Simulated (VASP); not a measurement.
Write the native input for VASP 6.6.1 that does the following.

- Task: single point
- Functional: PBE
- Dispersion: D3(BJ)
- Potentials or basis: VASP PAW PBE potentials, release 64 (Sb)
- Cutoff: 520 eV
- k mesh: 9 × 9 × 1
- Occupations: gaussian, width 0.05 eV
- Spin: no spin polarisation
- Dipole correction: yes
- Further INCAR settings: ALGO = Normal; EDIFF = 1e-07; NBANDS = 18

The structure of Sb lies in POSCAR:

```
Sb
1.0
    4.0686848921      0.0000000000      0.0000000000
   -2.0343424461      3.5235844766      0.0000000000
    0.0000000000      0.0000000000     20.8000277116
Sb
4
Direct
    0.3333333334      0.6666666667      0.2957731242
    0.6666666667      0.3333333333      0.2163458656
    0.2222222222      1.4444444444      0.5315500849
    0.5555555556      1.1111111111      0.4521276852
```

These files were run (other wordings do the same):

INCAR

```
PREC = Accurate
ENCUT = 520
EDIFF = 1E-7
ISMEAR = 0
SIGMA = 0.05
LREAL = F
LASPH = T
NELM = 80
ALGO = Normal
ISIF = 2
LWAVE = F
LCHARG = T
LDIPOL = T
IDIPOL = 3
DIPOL = 0.5 0.5 0.374
GGA = PE
IVDW = 12
LELF = T
LVHAR = T
LVACPOTAV = T
NBANDS = 18
```

KPOINTS

```
Automatic mesh
0
Gamma
  9 9 1
```

Potentials or basis: VASP PAW PBE potentials, release 64 (Sb).

The run is started by

```sh
$ cat potpaw_PBE.64/Sb/POTCAR > POTCAR
$ mpirun -np 1 vasp_std > vasp.out
```

Results of the run:

```
Largest force              : 0.121 eV/Å
Band gap on the k mesh     : 0.50 eV, indirect (least direct gap 1.18 eV)
Dispersion energy per atom : -0.313 eV
```

Caveat: spin-orbit coupling is left out, which moves the levels of the heavy elements.

It took 2.4 min on 1 thread of Intel(R) Xeon(R) Platinum 8559C (Emerald Rapids) (shared host), peak memory 0.42 GiB.
